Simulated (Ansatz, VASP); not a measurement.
Two plane-wave programs on AlAs

File INCAR:

```
PREC     = Accurate       # precision mode
ENCUT    = 500            # plane-wave cutoff, eV
EDIFF    = 1E-6           # SCF threshold, eV
ISMEAR   = 0              # smearing method
SIGMA    = 0.02           # smearing width, eV
LREAL    = F              # projectors in reciprocal space
LASPH    = T              # aspherical terms in the spheres
NELM     = 120            # most SCF steps
ALGO     = Normal         # electronic algorithm
ISIF     = 2              # what is computed and relaxed
LWAVE    = F              # write WAVECAR
LCHARG   = F              # write CHGCAR
NBANDS   = 11             # bands
GGA_COMPAT= F
```

KPOINTS

```
regular mesh
0
Gamma
  8 8 8
```

File POSCAR:

```
AlAs
1.0
    0.0000000000      2.8143768904      2.8143768904
    2.8143768904      0.0000000000      2.8143768904
    2.8143768904      2.8143768904      0.0000000000
Al As
1 1
Direct
    0.0000000000      0.0000000000      0.0000000000
    0.2500000000      0.2500000000      0.2500000000
```

Input for Ansatz:

```yaml
crystal:
  lattice:
    - [0.0, 2.8143768906, 2.8143768906]
    - [2.8143768906, 0.0, 2.8143768906]
    - [2.8143768906, 2.8143768906, 0.0]
  atoms:
    - { symbol: Al, position: [0.0, 0.0, 0.0] }
    - { symbol: As, position: [0.25, 0.25, 0.25] }
basis:
  ecutwfc: 420
kpoints:
  mp_grid: { grid: [8, 8, 8] }
  band_path:
    path:
      - [[0.0, 0.0, 0.0], [-0.5, -0.5, 0.0], [-0.375, -0.375, 0.25]]
      - [[-0.375, 0.0, 0.375], [0.0, 0.0, 0.0], [0.0, 0.0, 0.5], [-0.5, -0.25, 0.25], [-0.5, -0.5, 0.0]]
    npoints: 10
hamiltonian:
  xc: lda
  pseudopotentials: { kind: paw, azcp: { folder: soft_1 } }
scf:
  occupations: { method: gaussian, width: 0.02 }
  n_extra_bands: 7
output:
  forces: true
  stress: true
  eigenvalues: true
```

Alike in both runs: task single point; functional LDA; k mesh 8 × 8 × 8; occupations gaussian, width 0.02 eV; no spin polarisation.

```csv
,VASP,Ansatz
version,VASP 6.6.1,Ansatz 0.2.0
potentials or method,"VASP PAW LDA potentials, release 64 (Al, As), cutoff 500 eV","scalar-relativistic, plane waves, PAW"
valence electrons in the cell,8,18
```

Ansatz gave:

```
gap on the k mesh at the Fermi level (eV) : 1.32
least direct gap on the mesh (eV)         : 1.98
pressure (GPa)                            : 0.0
```

Task: Which values does VASP return?

Result: gap on the k mesh at the Fermi level (eV): 1.31; least direct gap on the mesh (eV): 2.02; pressure (GPa): 0.4.

Ansatz warns that its potentials were made for another functional, while VASP's fit it. LDA's correlation is that of Perdew and Zunger in VASP and of Perdew and Wang (1992) in Ansatz. VASP's potentials hold 8 valence electrons a cell and Ansatz's 18, so a difference there can come from the potentials and not from the codes.
